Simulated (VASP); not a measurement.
# Ni (Fm-3m) in VASP: further runs, part 2 of 2

VASP 6.6.1. The steps go on from the part before.

### Step 3. Single point, LDA, collinear spin, ferromagnetic start

This run uses another cell than the first one, of 10.04 Å³/atom.

File INCAR:

```
ALGO     = Normal         # electronic algorithm
EDIFF    = 1E-6           # SCF threshold, eV
ENCUT    = 520            # plane-wave cutoff, eV
GGA      = CA             # functional
ISIF     = 2              # what is computed and relaxed
ISMEAR   = -1             # smearing method
ISPIN    = 2              # spin polarisation
LASPH    = True           # aspherical terms in the spheres
LCHARG   = True           # write CHGCAR
LELF     = True           # ELF
LMAXMIX  = 4              # l up to which the mixer works
LORBIT   = 11             # projections on sites
LREAL    = False          # projectors in reciprocal space
LVHAR    = True         
LWAVE    = False          # write WAVECAR
MAGMOM   = 0.65           # initial moments
NBANDS   = 15             # bands
NELM     = 150            # most SCF steps
PREC     = Accurate       # precision mode
SIGMA    = 0.05           # smearing width, eV
```

File KPOINTS:

```
k-points
0
Gamma
  26 26 26
```

File POSCAR:

```
Ni
1.0
    0.0000000000      1.7124645921      1.7124645921
    1.7124645921      0.0000000000      1.7124645921
    1.7124645921      1.7124645921      0.0000000000
Ni
1
Direct
    0.0000000000      0.0000000000      0.0000000000
```

Potentials or basis: VASP PAW LDA potentials, release 64 (Ni).

Launch:

```console
cat potpaw_LDA.64/Ni/POTCAR > POTCAR
mpirun -np 1 vasp_std > vasp.out
```

OUTCAR:

```text
EDIFF = 1E-6
   ENCUT = 520
   GGA = CA
   ISIF = 2
   ISMEAR = -1
   ISPIN = 2
   LASPH = True
   LORBIT = 11
   LREAL = False
   NELM = 150
   PREC = Accurate

 ion  position               nearest neighbor table
   1  0.000  0.000  0.000-

  LATTYP: Found a face centered cubic cell.
 ALAT       =     3.4249291842

  Lattice vectors:

 A1 = (   0.0000000000,   1.7124645921,   1.7124645921)
 A2 = (   1.7124645921,   0.0000000000,   1.7124645921)
 A3 = (   1.7124645921,   1.7124645921,   0.0000000000)

Analysis of symmetry for initial positions (statically):
=====================================================================
 Subroutine PRICEL returns:
 Original cell was already a primitive cell.

 Routine SETGRP: Setting up the symmetry group for a
 face centered cubic supercell.

 Subroutine GETGRP returns: Found 48 space group operations
 (whereof 48 operations were pure point group operations)
 out of a pool of 48 trial point group operations.

The static configuration has the point symmetry O_h .

Analysis of symmetry for dynamics (positions and initial velocities):
=====================================================================
 Subroutine PRICEL returns:
 Original cell was already a primitive cell.

 Routine SETGRP: Setting up the symmetry group for a
 face centered cubic supercell.

 Subroutine GETGRP returns: Found 48 space group operations
 (whereof 48 operations were pure point group operations)
 out of a pool of 48 trial point group operations.

The dynamic configuration has the point symmetry O_h .

Analysis of structural, dynamic, and magnetic symmetry:
=====================================================================
 Subroutine PRICEL returns:
 Original cell was already a primitive cell.

 Routine SETGRP: Setting up the symmetry group for a
 face centered cubic supercell.

 Subroutine GETGRP returns: Found 48 space group operations
 (whereof 48 operations were pure point group operations)
 out of a pool of 48 trial point group operations.

The overall configuration has the point symmetry O_h .

 Subroutine INISYM returns: Found 48 space group operations
 (whereof 48 operations are pure point group operations),
 and found     1 'primitive' translations

----------------------------------------------------------------------------------------

                                     Primitive cell

  volume of cell :      10.0437

  direct lattice vectors                    reciprocal lattice vectors
     0.000000000  1.712464592  1.712464592    -0.291976840  0.291976840  0.291976840
     1.712464592  0.000000000  1.712464592     0.291976840 -0.291976840  0.291976840
     1.712464592  1.712464592  0.000000000     0.291976840  0.291976840 -0.291976840

  length of vectors
     2.421790651  2.421790651  2.421790651     0.505718721  0.505718721  0.505718721

  position of ions in fractional coordinates (direct lattice)
     0.000000000  0.000000000  0.000000000

  ion indices of the primitive-cell ions
   primitive index   ion index
                 1           1

----------------------------------------------------------------------------------------

 KPOINTS: k-points

Automatic generation of k-mesh.
 Grid dimensions read from file:
 generate k-points for:   26   26   26

 Generating k-lattice:

[... 64 lines left out ...]
   NSW    =      0    number of steps for IOM
   IBRION =     -1    ionic relax: 0-MD 1-quasi-New 2-CG
   NFREE  =      0    steps in history (QN), initial steepest desc. (CG)
   ISIF   =      2    stress and relaxation
   ISYM   =      2    0-nonsym 1-usesym 2-fastsym
   POTIM  = 0.5000    time-step for ionic-motion
   TEBEG  =    0.0;   TEEND  =   0.0 temperature during run
   PSTRESS=    0.0 pullay stress
   NELECT =      10.0000    total number of electrons
   NUPDOWN=      -1.0000    fix difference up-down
   EMIN   =  10.00;   EMAX   =-10.00  energy-range for DOS
   EFERMI =   0.00;   METHOD = LEGACY
   ISMEAR =    -1;   SIGMA  =   0.05  broadening in eV -4-tet -1-fermi 0-gaus
   EFERMI_NEDOS =   21; number of points for ismear=-14 and -15
   IALGO  =     38    algorithm
   IMIX   =      4    mixing-type and parameters
     AMIX     =   0.40;   BMIX     =  1.00
     AMIX_MAG =   1.60;   BMIX_MAG =  1.00
  volume/ion in A,a.u.               =      10.04        67.78
  Fermi-wavevector in a.u.,A,eV,Ry     =   1.634719  3.089172 36.358954  2.672308
  Thomas-Fermi vector in A             =   2.726312
   LORBIT       =     11    0 simple, 1 ext, 2 COOP (PROOUT), +10 PAW based schemes
   GGA     = CA    functional components
   LHFCALC =     F    Hartree Fock is set to
   AEXX    =    0.0000 exact exchange contribution
   IVDW    =     0    specifies the selected vdW correction
   LEPSILON=     F    determine dielectric tensor
   LRPA    =     F    only Hartree local field effects (RPA)
 spin polarized calculation
  energy-cutoff  :      520.00
  volume of cell :       10.04
 maximum number of plane-waves:       290
 NGX is ok and might be reduce to    18
   NGX =  9   NGY =  9   NGZ =  9

 number of electron      10.0000000 magnetization       0.6500000

 number of electron       9.9999990 magnetization       0.5670751

 Free energy of the ion-electron system (eV)
  ---------------------------------------------------
  ext. energy  EPLUGINS =         0.00000000
  ---------------------------------------------------
  free energy    TOTEN  =        -6.58669725 eV

  energy without entropy =       -6.57292110  energy(sigma->0) =       -6.57980917

 E-fermi :  10.2103     XC(G=0): -14.0928

 val. band max:       10.2086320974   @ k =   0.4231   0.1923   0.0385
 cond. band min:      10.2125007801   @ k =   0.3462   0.1538   0.0769
 fundamental gap:      0.0038686827
 Fermi energy:        10.2103359523

 spin component 1

 k-point     1 :       0.0000    0.0000    0.0000
  band No.  band energies     occupation
      1       0.6646      1.00000
      2       7.6692      1.00000
      3       7.6692      1.00000
      4       7.6692      1.00000
      5       8.9623      1.00000
      6       8.9623      1.00000
      7      34.6640      0.00000
      8      39.0608      0.00000
      9      39.0608      0.00000
     10      39.0608      0.00000
     11      42.3246      0.00000
     12      42.3246      0.00000
     13      42.3246      0.00000
     14      45.2868      0.00000
[... 403 lines left out ...]
      4       8.0153      1.00000
      5       9.5526      1.00000
      6       9.5685      1.00000
      7      19.8331      0.00000
      8      33.4424      0.00000
      9      35.1729      0.00000
     10      37.0572      0.00000
     11      39.7727      0.00000
     12      41.3070      0.00000
     13      45.5680      0.00000
     14      52.9267      0.00000
     15      55.2724      0.00000

 [... further k-points ...]

 spin component 2

 k-point     1 :       0.0000    0.0000    0.0000
  band No.  band energies     occupation
      1       0.7081      1.00000
      2       8.2506      1.00000
      3       8.2506      1.00000
      4       8.2506      1.00000
      5       9.4963      1.00000
      6       9.4963      1.00000
      7      34.6535      0.00000
      8      39.1052      0.00000
      9      39.1052      0.00000
     10      39.1052      0.00000
     11      42.4877      0.00000
     12      42.4877      0.00000
     13      42.4877      0.00000
     14      45.2689      0.00000
[... 403 lines left out ...]
      4       8.3292      1.00000
      5      10.1290      0.83576
      6      10.1723      0.68166
      7      20.0879      0.00000
      8      33.4425      0.00000
      9      35.3011      0.00000
     10      37.1833      0.00000
     11      39.8794      0.00000
     12      41.4127      0.00000
     13      45.7027      0.00000
     14      53.1313      0.00000
     15      55.7854      0.00000

 [... further k-points ...]
[... 5 lines left out ...]
  --------------------------------------------------------------------------------------
  -------------------------------------------------------------------------------------
  Total       -0.0321785     -0.0321785     -0.0321785      0.0000000      0.0000000     -0.0000000
  in kB       -5.1331298     -5.1331298     -5.1331298      0.0000000      0.0000000     -0.0000000
  external PRESSURE =      -5.1331298 kB  Pullay stress =       0.0000000 kB

 VOLUME and BASIS-vectors are now :
 -----------------------------------------------------------------------------
  energy-cutoff  :      520.00
  volume of cell :       10.04
      direct lattice vectors                 reciprocal lattice vectors
     0.000000000  1.712464592  1.712464592    -0.291976840  0.291976840  0.291976840
     1.712464592  0.000000000  1.712464592     0.291976840 -0.291976840  0.291976840
     1.712464592  1.712464592  0.000000000     0.291976840  0.291976840 -0.291976840

 POSITION                                       TOTAL-FORCE (eV/Angst)
 -----------------------------------------------------------------------------------
      0.00000      0.00000      0.00000         0.000000      0.000000      0.000000
 -----------------------------------------------------------------------------------
    total drift:                                0.000000     -0.000000      0.000000

  FREE ENERGIE OF THE ION-ELECTRON SYSTEM (eV)
  ---------------------------------------------------
  free  energy   TOTEN  =        -6.5866972528 eV

  energy  without entropy=       -6.5729210964  energy(sigma->0) =       -6.57980917

 total charge

# of ion       s       p       d       tot
------------------------------------------
    1        0.534   0.571   8.368   9.473

 magnetization (x)

# of ion       s       p       d       tot
------------------------------------------
    1       -0.005  -0.018   0.591   0.567
```

Wall time 2 min (1 thread of AMD EPYC 7R13 (Zen 3), shared host); peak memory 0.18 GiB.

Results:

- Free energy: -6.5867 eV
- Pressure: -0.5 GPa
- Net moment: 0.57 μB per cell
- Site moments: Ni +0.57 μB
- Valence electrons inside the program's atomic spheres: Ni 9.47

Levels at points of the mesh, in eV from the Fermi level:
Spin up:
| k point | band 1 | band 2 | band 3 | band 4 | band 5 | band 6 | band 7 | band 8 | band 9 | band 10 |
| --- | --- | --- | --- | --- | --- | --- | --- | --- | --- | --- |
| (0.00, 0.00, 0.00) | -9.55 | -2.54 | -2.54 | -2.54 | -1.25 | -1.25 | 24.45 | 28.85 | 28.85 | 28.85 |
| (0.50, 0.00, 0.00) | -5.23 | -2.55 | -2.55 | -0.46 | -0.46 | -0.40 | 6.33 | 22.94 | 25.99 | 25.99 |
| (0.50, 0.50, 0.00) | -5.10 | -4.55 | -0.44 | -0.29 | -0.29 | 2.51 | 10.03 | 15.54 | 15.54 | 20.87 |
Spin down:
```tsv
k point	band 2	band 3	band 4	band 5	band 6	band 7	band 8	band 9
(0.00, 0.00, 0.00)	-1.96	-1.96	-1.96	-0.71	-0.71	24.44	28.89	28.89
(0.50, 0.00, 0.00)	-2.03	-2.03	-0.36	0.15	0.15	6.70	22.92	26.10
(0.50, 0.50, 0.00)	-4.07	0.12	0.38	0.38	2.56	10.30	15.61	15.61
```

### Step 4. Single point, LDA, collinear spin, ferromagnetic start (10.04 Å³/atom)

This run uses another cell than the first one, of 10.04 Å³/atom.

File INCAR:

```
SYSTEM = Ni
PREC     = Accurate       ! precision mode
ENCUT    = 520            ! plane-wave cutoff, eV
EDIFF    = 1E-6           ! SCF threshold, eV
ISMEAR   = -1             ! smearing method
SIGMA    = 0.05           ! smearing width, eV
LREAL    = .FALSE.        ! projectors in reciprocal space
LASPH    = .TRUE.         ! aspherical terms in the spheres
NELM     = 150            ! most SCF steps
ALGO     = Normal         ! electronic algorithm
ISIF     = 2              ! what is computed and relaxed
LWAVE    = .FALSE.        ! write WAVECAR
LCHARG   = .FALSE.        ! write CHGCAR
ISPIN    = 2              ! spin polarisation
MAGMOM   = 0.607          ! initial moments
LORBIT   = 11             ! projections on sites
LMAXMIX  = 4              ! l up to which the mixer works
GGA      = CA             ! functional
NBANDS   = 15             ! bands
```

File KPOINTS:

```
regular mesh
0
G
  26 26 26
  0 0 0
```

POSCAR is that of step 3.

Launch:

```console
cat potpaw_LDA.64/Ni/POTCAR > POTCAR
mpirun -np 1 vasp_std > vasp.out
```

Run time: 2 min. Hardware: 1 thread of AMD EPYC 7R13 (Zen 3), shared host; peak memory 0.18 GiB.

The run converged. Its results:

- Free energy: -6.5867 eV
- Pressure: -0.5 GPa
- Net moment: 0.57 μB per cell
- Site moments: Ni +0.57 μB
- Valence electrons inside the program's atomic spheres: Ni 9.47

Levels at points of the mesh, in eV from the Fermi level:
Spin up:
```
           k point  band 1  band 2  band 3  band 4  band 5  band 6  band 7  band 8  band 9  band 10
(0.00, 0.00, 0.00)   -9.55   -2.54   -2.54   -2.54   -1.25   -1.25   24.45   28.85   28.85    28.85
(0.50, 0.00, 0.00)   -5.23   -2.55   -2.55   -0.46   -0.46   -0.40    6.33   22.94   25.99    25.99
(0.50, 0.50, 0.00)   -5.10   -4.55   -0.44   -0.29   -0.29    2.51   10.03   15.54   15.54    20.87
```
Spin down:
```
           k point  band 3  band 4  band 5  band 6  band 7  band 8
(0.00, 0.00, 0.00)   -1.96   -1.96   -0.71   -0.71   24.44   28.89
(0.50, 0.00, 0.00)   -2.03   -0.36    0.15    0.15    6.70   22.92
(0.50, 0.50, 0.00)    0.12    0.38    0.38    2.56   10.30   15.61
```

### Step 5. Single point, LDA, collinear spin, ferromagnetic start (10.45 Å³/atom)

This run uses another cell than the first one, of 10.45 Å³/atom.

File INCAR:

```
  PREC = Accurate
  ENCUT = 520
  EDIFF = 1E-6
  ISMEAR = -1
  SIGMA = 0.05
  LREAL = F
  LASPH = T
  NELM = 150
  ALGO = Normal
  ISIF = 2
  LWAVE = F
  LCHARG = F
  ISPIN = 2
  MAGMOM = 0.607
  LORBIT = 11
  LMAXMIX = 4
  NBANDS = 15
```

File KPOINTS:

```
Automatic mesh
0
Gamma
  26 26 26
```

File POSCAR:

```
Ni
1.0
    0.0000000000      1.7349996052      1.7349996052
    1.7349996052      0.0000000000      1.7349996052
    1.7349996052      1.7349996052      0.0000000000
Ni
1
Direct
    0.0000000000      0.0000000000      0.0000000000
```

Launch:

```console
cat potpaw_LDA.64/Ni/POTCAR > POTCAR
mpirun -np 1 vasp_std > vasp.out
```

Wall time 2 min (1 thread of AMD EPYC 7R13 (Zen 3), shared host); peak memory 0.18 GiB.

It converged, with:

```
Free energy                                           : -6.5739 eV
Pressure                                              : -9.4 GPa
Net moment                                            : 0.57 μB per cell
Site moments                                          : Ni +0.58 μB
Valence electrons inside the program's atomic spheres : Ni 9.39
```

Levels at points of the mesh, in eV from the Fermi level:
Spin up:
```tsv
k point	band 1	band 2	band 3	band 4	band 5	band 6	band 7	band 8	band 9	band 10
(0.00, 0.00, 0.00)	-9.26	-2.43	-2.43	-2.43	-1.21	-1.21	24.13	28.21	28.21	28.21
(0.50, 0.00, 0.00)	-5.00	-2.44	-2.44	-0.48	-0.48	-0.32	6.03	22.63	25.28	25.28
(0.50, 0.50, 0.00)	-4.84	-4.33	-0.45	-0.31	-0.31	2.48	9.66	15.16	15.16	20.35
```
Spin down:
```
           k point  band 3  band 4  band 5  band 6  band 7  band 8
(0.00, 0.00, 0.00)   -1.85   -1.85   -0.67   -0.67   24.12   28.25
(0.50, 0.00, 0.00)   -1.91   -0.29    0.15    0.15    6.39   22.61
(0.50, 0.50, 0.00)    0.12    0.36    0.36    2.53    9.93   15.23
```

Caveat: the cell stands under tension.

### Step 6. Overview

| cell | gap on the mesh (eV) | pressure (GPa) | moment (μB) |
| --- | --- | --- | --- |
| a = 2.389 Å, angles 60.0°, 1 atom | none | 10.8 | 0.56 |
| a = 2.422 Å, angles 60.0°, 1 atom | none | -0.5 | 0.57 |
| a = 2.454 Å, angles 60.0°, 1 atom | none | -9.4 | 0.57 |

Alike in all rows: task single point; level LDA; potentials or basis VASP PAW LDA potentials, release 64 (Ni); spin collinear, ferromagnetic start; k mesh 26 × 26 × 26; cutoff (eV) 520; smearing fermi-dirac 0.05 eV.

Caveats: the cell stands under pressure (at least some runs); the cell stands under tension (at least some runs).

Absolute energies hang on the potentials; compare differences alone.
